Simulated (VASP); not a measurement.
A run of VASP 6.6.1 is set up as follows.

The input INCAR:

```
  PREC = Accurate
  ENCUT = 520
  EDIFF = 1E-6
  ISMEAR = -1
  SIGMA = 0.1
  LREAL = F
  LASPH = T
  NELM = 80
  ALGO = Normal
  ISIF = 2
  LWAVE = F
  LCHARG = F
  GGA = PS
  NBANDS = 33
```

KPOINTS

```
Automatic mesh
0
Gamma
  8 8 12
```

The input POSCAR:

```
TaN
1.0
    5.1910000000      0.0000000000      0.0000000000
   -2.5955000000      4.4955380000      0.0000000000
    0.0000000000      0.0000000000      2.8595333333
Ta N
3 3
Direct
    0.0000000000      0.0000000000      0.0000000000
    0.3333333333      0.6666666667      0.5000000000
    0.6666666667      0.3333333333      0.5000000000
    0.5000000000      0.0000000000      0.0000000000
    0.5000000000      0.5000000000      0.0000000000
    0.0000000000      0.5000000000      0.0000000000
```

Potentials or basis: VASP PAW PBE potentials, release 64 (Ta_pv, N).

Launch:

```sh
$ cat potpaw_PBE.64/Ta_pv/POTCAR potpaw_PBE.64/N/POTCAR > POTCAR
$ mpirun -np 1 vasp_std > vasp.out
```

**Question.** Predict the pressure.

**Answer.** 9.2 GPa.

**Question.** Estimate the band gap on the k mesh.

**Answer.** Zero (band 24 reaches 9.21 eV, above the bottom of band 25 at 6.86 eV).

Stress tensor (GPa, compression positive):
```
 6.07  0.00  0.00
 0.00  6.07  0.00
 0.00  0.00 15.43
```

Caveat: the PAW data sets were made with another functional, which shifts forces and pressure a little; spin-orbit coupling is left out, which moves the levels of the heavy elements.
